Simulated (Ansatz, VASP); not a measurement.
**HfO2: VASP beside Ansatz**

```xyz
12
Lattice="5.0976 0.0000 0.0000 0.0000 -5.0976 0.0000 0.0000 0.0000 -5.0976" Properties=species:S:1:pos:R:3 pbc="T T T"
Hf    0.3938   -5.0976   -5.0976
Hf    2.5488   -2.5488   -5.0976
Hf    2.5488   -5.0976   -2.5488
Hf    0.0000   -2.5488   -2.5488
O     1.2744   -1.2744   -1.2744
O     3.8232   -3.8232   -1.2744
O     3.8232   -1.2744   -3.8232
O     1.2744   -3.8232   -3.8232
O     3.8232   -3.8232   -3.8232
O     1.2744   -1.2744   -3.8232
O     1.2744   -3.8232   -1.2744
O     3.8232   -1.2744   -1.2744
```

Alike in both runs: task single point; functional PBE; k mesh 6 × 6 × 6; occupations gaussian, width 0.05 eV; no spin polarisation.

```csv
,VASP,Ansatz
version,VASP 6.6.1,Ansatz 0.2.0
potentials or method,"VASP PAW PBE potentials, release 64 (Hf_pv, O), cutoff 520 eV","scalar-relativistic, plane waves, PAW"
valence electrons in the cell,88,152
```

```tsv
	VASP	Ansatz	Ansatz less VASP
gap on the k mesh at the Fermi level (eV)	2.85	2.88	+0.026
least direct gap on the mesh (eV)	2.85	2.88	+0.026
pressure (GPa)	1.2	4.7	+3.51
traceless stress, the component that is largest in VASP (GPa)	-2.10	-2.21	-0.113
rms of the force components (eV/Å)	1.469	1.485	+0.0152
```

Atom by atom the forces differ by 0.030 eV/Å (rms over components). With one functional, cell and mesh, what is left measures potentials, basis and numerics. VASP's potentials hold 88 valence electrons a cell and Ansatz's 152, so a difference there can come from the potentials and not from the codes.

Spin-orbit coupling is off throughout.
